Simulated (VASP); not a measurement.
# Pb (R-3m) in VASP: further runs

Runs on Pb. Level: r2SCAN. Tasks: single point, relaxation of cell and atoms.

All numbers are computed with VASP 6.6.1; they aren't measurements. Logs are shortened: lines on timing, memory, paths and dates and some standing lists are left out, and cuts for length are marked.

## (1) The cell of the first run

The structure is trigonal, space group R-3m (No. 166). The conventional cell has a = 4.324 Å, b = 4.324 Å, c = 12.027 Å, α = 90.00°, β = 90.00°, γ = 120.00°. Pb (site symmetry 3m) has 6 Pb at 2.89 to 3.56 Å within 3.8 Å.

## (2) Single point, r2SCAN

The input, POSCAR:

```
Pb
1.0
    2.1619963628      1.2482291821      4.0091630465
   -2.1619963628      1.2482291821      4.0091630465
    0.0000000000     -2.4964583641      4.0091630465
Pb
2
Direct
    0.2275400000      0.2275400000      0.2275400000
    0.7724600000      0.7724600000      0.7724600000
```

The input, INCAR.step1:

```
SYSTEM = Pb
PREC     = Accurate       ! precision mode
ENCUT    = 520            ! plane-wave cutoff, eV
ISMEAR   = 0              ! smearing method
SIGMA    = 0.1            ! smearing width, eV
LREAL    = .False.        ! projectors in reciprocal space
LASPH    = .True.         ! aspherical terms in the spheres
NELM     = 100            ! most SCF steps
NBANDS   = 21             ! bands
GGA      = PE             ! functional
ALGO     = Normal         ! electronic algorithm
EDIFF    = 1E-4           ! SCF threshold, eV
LWAVE    = .True.         ! write WAVECAR
LCHARG   = .False.        ! write CHGCAR
```

The input, INCAR.step2:

```
SYSTEM = Pb
PREC     = Accurate       ! precision mode
ENCUT    = 520            ! plane-wave cutoff, eV
EDIFF    = 1E-6           ! SCF threshold, eV
ISMEAR   = 0              ! smearing method
SIGMA    = 0.1            ! smearing width, eV
LREAL    = .False.        ! projectors in reciprocal space
LASPH    = .True.         ! aspherical terms in the spheres
NELM     = 100            ! most SCF steps
ALGO     = Normal         ! electronic algorithm
ISIF     = 2              ! what is computed and relaxed
LWAVE    = .False.        ! write WAVECAR
LCHARG   = .True.         ! write CHGCAR
METAGGA  = R2SCAN         ! meta-GGA
LMIXTAU  = .True.       
LELF     = .True.         ! ELF
LVHAR    = .True.       
NBANDS   = 21             ! bands
ISTART   = 1
```

The input, KPOINTS:

```
Automatic mesh
0
Gamma
  6 6 6
  0 0 0
```

Potentials or basis: VASP PAW PBE potentials, release 64 (Pb_d).

Command:

```console
$ cat potpaw_PBE.64/Pb_d/POTCAR > POTCAR
$ cp INCAR.step1 INCAR
$ mpirun -np 1 vasp_std > vasp.out
$ cp INCAR.step2 INCAR
$ mpirun -np 1 vasp_std > vasp.out
```

OUTCAR:

```text
SYSTEM = Pb
   PREC = Accurate
   ENCUT = 520
   EDIFF = 1E-6
   ISMEAR = 0
   LREAL = .False.
   LASPH = .True.
   NELM = 100
   ISIF = 2
   METAGGA = R2SCAN
   ISTART = 1

 ion  position               nearest neighbor table
   1  0.228  0.228  0.228-   2 2.89   2 2.89   2 2.89   2 3.56   2 3.56   2 3.56
   2  0.772  0.772  0.772-   1 2.89   1 2.89   1 2.89   1 3.56   1 3.56   1 3.56

  LATTYP: Found a trigonal (rhomboedric) cell.
 ALAT       =     4.7228902906
 COS(alpha) =     0.5808936906

  Lattice vectors:

 A1 = (   2.1619963628,   1.2482291821,   4.0091630465)
 A2 = (  -2.1619963628,   1.2482291821,   4.0091630465)
 A3 = (   0.0000000000,  -2.4964583641,   4.0091630465)

Analysis of symmetry for initial positions (statically):
=====================================================================
 Subroutine PRICEL returns:
 Original cell was already a primitive cell.

 Routine SETGRP: Setting up the symmetry group for a
 trigonal (rhombohedral) supercell.

 Subroutine GETGRP returns: Found 12 space group operations
 (whereof 12 operations were pure point group operations)
 out of a pool of 12 trial point group operations.

The static configuration has the point symmetry D_3d.

Analysis of symmetry for dynamics (positions and initial velocities):
=====================================================================
 Subroutine PRICEL returns:
 Original cell was already a primitive cell.

 Routine SETGRP: Setting up the symmetry group for a
 trigonal (rhombohedral) supercell.

 Subroutine GETGRP returns: Found 12 space group operations
 (whereof 12 operations were pure point group operations)
 out of a pool of 12 trial point group operations.

The dynamic configuration has the point symmetry D_3d.

 Subroutine INISYM returns: Found 12 space group operations
 (whereof 12 operations are pure point group operations),
 and found     1 'primitive' translations

----------------------------------------------------------------------------------------

                                     Primitive cell

  volume of cell :      64.9164

  direct lattice vectors                    reciprocal lattice vectors
     2.161996363  1.248229182  4.009163047     0.231267734  0.133522489  0.083142873
    -2.161996363  1.248229182  4.009163047    -0.231267734  0.133522489  0.083142873
     0.000000000 -2.496458364  4.009163047     0.000000000 -0.267044977  0.083142873

  length of vectors
[... 74 lines left out ...]
   ISTART =      1    job   : 0-new  1-cont  2-samecut
   ICHARG =      0    charge: 1-file 2-atom 10-const
   ISPIN  =      1    spin polarized calculation?
   LNONCOLLINEAR =      F non collinear calculations
   LSORBIT =      F    spin-orbit coupling
   LASPH  =      T    aspherical Exc in radial PAW
   ENCUT  =  520.0 eV  38.22 Ry    6.18 a.u.   8.78  8.78  8.78*2*pi/ulx,y,z
   NELM   =    100;   NELMIN=  2; NELMDL=  0     # of ELM steps
   EDIFF  = 0.1E-05   stopping-criterion for ELM
   LREAL  =      F    real-space projection
   EDIFFG = 0.1E-04   stopping-criterion for IOM
   NSW    =      0    number of steps for IOM
   IBRION =     -1    ionic relax: 0-MD 1-quasi-New 2-CG
   NFREE  =      0    steps in history (QN), initial steepest desc. (CG)
   ISIF   =      2    stress and relaxation
   ISYM   =      2    0-nonsym 1-usesym 2-fastsym
   POTIM  = 0.5000    time-step for ionic-motion
   TEBEG  =    0.0;   TEEND  =   0.0 temperature during run
   PSTRESS=    0.0 pullay stress
   NELECT =      28.0000    total number of electrons
   NUPDOWN=      -1.0000    fix difference up-down
   EMIN   =  10.00;   EMAX   =-10.00  energy-range for DOS
   EFERMI =   0.00;   METHOD = LEGACY
   ISMEAR =     0;   SIGMA  =   0.10  broadening in eV -4-tet -1-fermi 0-gaus
   EFERMI_NEDOS =   21; number of points for ismear=-14 and -15
   IALGO  =     38    algorithm
   IMIX   =      4    mixing-type and parameters
     AMIX     =   0.40;   BMIX     =  1.00
     AMIX_MAG =   1.60;   BMIX_MAG =  1.00
  volume/ion in A,a.u.               =      32.46       219.04
  Fermi-wavevector in a.u.,A,eV,Ry     =   1.236923  2.337446 20.816630  1.529979
  Thomas-Fermi vector in A             =   2.371512
   LORBIT       =      0    0 simple, 1 ext, 2 COOP (PROOUT), +10 PAW based schemes
   METAGGA = R2SCAN    functional components
   LHFCALC =     F    Hartree Fock is set to
   AEXX    =    0.0000 exact exchange contribution
   IVDW    =     0    specifies the selected vdW correction
   LEPSILON=     F    determine dielectric tensor
   LRPA    =     F    only Hartree local field effects (RPA)
 non-spin polarized calculation
 Gauss-broadening in eV      SIGMA  =   0.10
  energy-cutoff  :      520.00
  volume of cell :       64.92
 maximum number of plane-waves:      1768
   NGX = 17   NGY = 17   NGZ = 17

 number of electron      27.9999996 magnetization

 Free energy of the ion-electron system (eV)
  ---------------------------------------------------
  ext. energy  EPLUGINS =         0.00000000
  ---------------------------------------------------
  free energy    TOTEN  =      -111.85018156 eV

  energy without entropy =     -111.84376855  energy(sigma->0) =     -111.84697505

 E-fermi :   6.2372     XC(G=0): -10.3913

 val. band max:        6.2224504707   @ k =  -0.3333   0.3333   0.3333
 cond. band min:       6.2811411953   @ k =   0.5000   0.0000  -0.0000
 fundamental gap:      0.0586907246
 Fermi energy:         6.2371831524

 k-point     1 :       0.0000    0.0000    0.0000
  band No.  band energies     occupation
      1     -11.8953      2.00000
      2     -11.8953      2.00000
      3     -11.5664      2.00000
      4     -11.5664      2.00000
      5     -11.5220      2.00000
      6     -11.0989      2.00000
[... 565 lines left out ...]
     20      16.1248      0.00000
     21      18.4859      0.00000

 [... further k-points ...]
[... 5 lines left out ...]
  --------------------------------------------------------------------------------------
  -------------------------------------------------------------------------------------
  Total        2.2617766      2.2617766      1.4069826     -0.0000000      0.0000000      0.0000000
  in kB       55.8220815     55.8220815     34.7252232     -0.0000000      0.0000000      0.0000000
  external PRESSURE =      48.7897954 kB  Pullay stress =       0.0000000 kB

 VOLUME and BASIS-vectors are now :
 -----------------------------------------------------------------------------
  energy-cutoff  :      520.00
  volume of cell :       64.92
      direct lattice vectors                 reciprocal lattice vectors
     2.161996363  1.248229182  4.009163047     0.231267734  0.133522489  0.083142873
    -2.161996363  1.248229182  4.009163047    -0.231267734  0.133522489  0.083142873
     0.000000000 -2.496458364  4.009163047     0.000000000 -0.267044977  0.083142873

 POSITION                                       TOTAL-FORCE (eV/Angst)
 -----------------------------------------------------------------------------------
      0.00000      0.00000      2.73673         0.000000      0.000000      1.508339
      0.00000      0.00000      9.29075         0.000000     -0.000000     -1.508339
 -----------------------------------------------------------------------------------
    total drift:                               -0.000000      0.000000     -0.000000

  FREE ENERGIE OF THE ION-ELECTRON SYSTEM (eV)
  ---------------------------------------------------
  free  energy   TOTEN  =      -111.8501815557 eV

  energy  without entropy=     -111.8437685481  energy(sigma->0) =     -111.84697505
```

OSZICAR.step1:

```text
N       E                     dE             d eps       ncg     rms          rms(c)
DAV:   1     0.299343125308E+03    0.29934E+03   -0.14322E+04  1344   0.161E+03
DAV:   2     0.156434096414E+02   -0.28370E+03   -0.27747E+03  1359   0.407E+02
DAV:   3    -0.553047920958E+01   -0.21174E+02   -0.21018E+02  1630   0.138E+02
DAV:   4    -0.623526893079E+01   -0.70479E+00   -0.70440E+00  1559   0.291E+01
DAV:   5    -0.627244732954E+01   -0.37178E-01   -0.37177E-01  1938   0.612E+00    0.122E+00
DAV:   6    -0.624998076657E+01    0.22467E-01   -0.41595E-02  1937   0.277E+00    0.650E-01
DAV:   7    -0.624454923574E+01    0.54315E-02   -0.22069E-02  1867   0.200E+00    0.162E-01
DAV:   8    -0.624464127338E+01   -0.92038E-04   -0.25942E-03  1765   0.619E-01    0.229E-02
DAV:   9    -0.624461609077E+01    0.25183E-04   -0.15382E-04   972   0.202E-01
   1 F= -.62446161E+01 E0= -.62413101E+01  d E =-.661190E-02
```

Run time: 2 min. Hardware: 1 thread of Intel Xeon 6975P-C, shared host; peak memory 0.23 GiB.

Results:

| Item | Value |
| --- | --- |
| Free energy | -111.8502 eV |
| Pressure | 4.9 GPa |
| Largest force | 1.508 eV/Å |
| Band gap on the k mesh | zero (band 14 reaches 7.44 eV, above the bottom of band 15 at 4.56 eV) |

Forces on the atoms (eV/Å):
```
Pb   0.000  0.000  1.508
Pb   0.000  0.000 -1.508
```

Stress tensor (GPa, compression positive):
```
5.58 0.00 0.00
0.00 5.58 0.00
0.00 0.00 3.47
```

Caveat: the PAW data sets were made with another functional, which shifts forces and pressure a little; spin-orbit coupling is left out, which moves the levels of the heavy elements.

## (3) Relaxation of cell and atoms, r2SCAN

POSCAR is that of step 2.

The input, INCAR.step1:

```
  PREC = Accurate
  ENCUT = 600
  ISMEAR = 0
  SIGMA = 0.1
  LREAL = False
  LASPH = True
  NELM = 80
  GGA = PE
  ALGO = Normal
  EDIFF = 1E-4
  LWAVE = True
  LCHARG = False
```

The input, INCAR.step2:

```
  PREC = Accurate
  ENCUT = 600
  EDIFF = 1E-7
  ISMEAR = 0
  SIGMA = 0.1
  LREAL = False
  LASPH = True
  NELM = 80
  ALGO = Normal
  ISIF = 3
  LWAVE = False
  LCHARG = False
  METAGGA = R2SCAN
  LMIXTAU = True
  IBRION = 2
  NSW = 90
  EDIFFG = -0.04
  ISTART = 1
```

The input, KPOINTS:

```
regular mesh
0
Gamma
  6 6 6
```

Potentials or basis: VASP PAW PBE potentials, release 64 (Pb_d).

Command:

```console
$ cat potpaw_PBE.64/Pb_d/POTCAR > POTCAR
$ cp INCAR.step1 INCAR
$ mpirun -np 1 vasp_std > vasp.out
$ cp INCAR.step2 INCAR
$ mpirun -np 1 vasp_std > vasp.out
```

OUTCAR:

```text
PREC = Accurate
   ENCUT = 600
   EDIFF = 1E-7
   ISMEAR = 0
   LREAL = False
   LASPH = True
   NELM = 80
   ISIF = 3
   METAGGA = R2SCAN
   IBRION = 2
   NSW = 90
   EDIFFG = -0.04
   ISTART = 1

 ion  position               nearest neighbor table
   1  0.228  0.228  0.228-   2 2.89   2 2.89   2 2.89   2 3.56   2 3.56   2 3.56
   2  0.772  0.772  0.772-   1 2.89   1 2.89   1 2.89   1 3.56   1 3.56   1 3.56

  LATTYP: Found a trigonal (rhomboedric) cell.
 ALAT       =     4.7228902906
 COS(alpha) =     0.5808936906

  Lattice vectors:

 A1 = (   2.1619963628,   1.2482291821,   4.0091630465)
 A2 = (  -2.1619963628,   1.2482291821,   4.0091630465)
 A3 = (   0.0000000000,  -2.4964583641,   4.0091630465)

Analysis of symmetry for initial positions (statically):
=====================================================================
 Subroutine PRICEL returns:
 Original cell was already a primitive cell.

 Routine SETGRP: Setting up the symmetry group for a
 trigonal (rhombohedral) supercell.

 Subroutine GETGRP returns: Found 12 space group operations
 (whereof 12 operations were pure point group operations)
 out of a pool of 12 trial point group operations.

The static configuration has the point symmetry D_3d.
[... 154 lines left out ...]

 number of electron      27.9999999 magnetization

 Free energy of the ion-electron system (eV)
  ---------------------------------------------------
  ext. energy  EPLUGINS =         0.00000000
  ---------------------------------------------------
  free energy    TOTEN  =      -111.85013036 eV

  energy without entropy =     -111.84371874  energy(sigma->0) =     -111.84692455

------------------------ aborting loop because EDIFF is reached ----------------------------------------

  FORCE on cell =-STRESS in cart. coord.  units (eV):
  Direction    XX          YY          ZZ          XY          YZ          ZX
  --------------------------------------------------------------------------------------
  -------------------------------------------------------------------------------------
  Total        2.2845573      2.2845573      1.4302633      0.0000000      0.0000000     -0.0000000
  in kB       56.3843247     56.3843247     35.2998053      0.0000000      0.0000000     -0.0000000
  external PRESSURE =      49.3561516 kB  Pullay stress =       0.0000000 kB
[... 1116 lines left out ...]
     17      10.6111      0.00000
     18      12.9716      0.00000

 [... further k-points ...]

[... ionic steps 4 to 9 ...]

--------------------------------------- Ionic step       10  -------------------------------------------

 number of electron      28.0000000 magnetization

------------------------ aborting loop because EDIFF is reached ----------------------------------------
[... 67 lines left out ...]
--------------------------------------- Ionic step       12  -------------------------------------------

 number of electron      28.0000001 magnetization

 Free energy of the ion-electron system (eV)
  ---------------------------------------------------
  ext. energy  EPLUGINS =         0.00000000
  ---------------------------------------------------
  free energy    TOTEN  =      -112.28469693 eV

  energy without entropy =     -112.27624795  energy(sigma->0) =     -112.28047244

 E-fermi :   5.9659     XC(G=0): -10.3461

 val. band max:        5.9520495361   @ k =  -0.3333   0.1667   0.1667
 cond. band min:       6.0706498220   @ k =   0.3333   0.3333   0.1667
 fundamental gap:      0.1186002859
 Fermi energy:         5.9659147339
[... 533 lines left out ...]
  FREE ENERGIE OF THE ION-ELECTRON SYSTEM (eV)
  ---------------------------------------------------
  free  energy   TOTEN  =      -112.2846969327 eV

  energy  without entropy=     -112.2762479476  energy(sigma->0) =     -112.28047244

 reached required accuracy - stopping structural energy minimisation
```

Wall time 28 min (1 thread of Intel Xeon 6975P-C, shared host); peak memory 0.29 GiB.

Results:

- Free energy: -112.2847 eV
- Relaxed volume: 33.10 Å³/atom
- Relaxed cell: a = 4.640 Å, b = 4.640 Å, c = 4.640 Å, α = 57.27°, β = 57.27°, γ = 57.27°
- Space group after relaxing (to 0.05 Å): R-3m (No. 166)
- Energy gained by relaxing: 217.3 meV/atom
- Ionic steps: 12
- Pressure after relaxing: 0.1 GPa
- Largest force after relaxing: 0.018 eV/Å
- Band gap on the k mesh: zero (band 14 reaches 7.81 eV, above the bottom of band 15 at 4.30 eV)

Forces on the atoms (eV/Å):
```
Pb   0.000  0.000  0.018
Pb   0.000  0.000 -0.018
```

Step by step:
```
step  energy change (eV)  largest force (eV/Å)  pressure (GPa)  volume (Å³)
   1              0.0000                1.5083            4.94        64.92
   2             -0.1936                0.5506           -2.29        74.76
   3             -0.1991                0.6462           -1.47        73.07
   4             -0.2691                0.6708           -1.23        71.13
   5             -0.4147                0.2981            0.67        65.52
   6             -0.4163                0.0531            1.89        63.64
   7             -0.4198                0.1719            1.30        64.49
   8             -0.4306                0.1195           -0.37        66.96
   9             -0.4333                0.0381            0.12        66.15
  10             -0.4341                0.0074           -0.03        66.37
  11             -0.4343                0.0115           -0.12        66.51
  12             -0.4346                0.0180            0.08        66.19
```

Final structure:
```
Pb
1.0
     2.22352    1.28375    3.86482
    -2.22352    1.28375    3.86482
     0.00000   -2.56750    3.86482
Pb
2
Direct
  0.24970 0.24970 0.24970
  0.75030 0.75030 0.75030
```

Caveat: the PAW data sets were made with another functional, which shifts forces and pressure a little; spin-orbit coupling is left out, which moves the levels of the heavy elements.
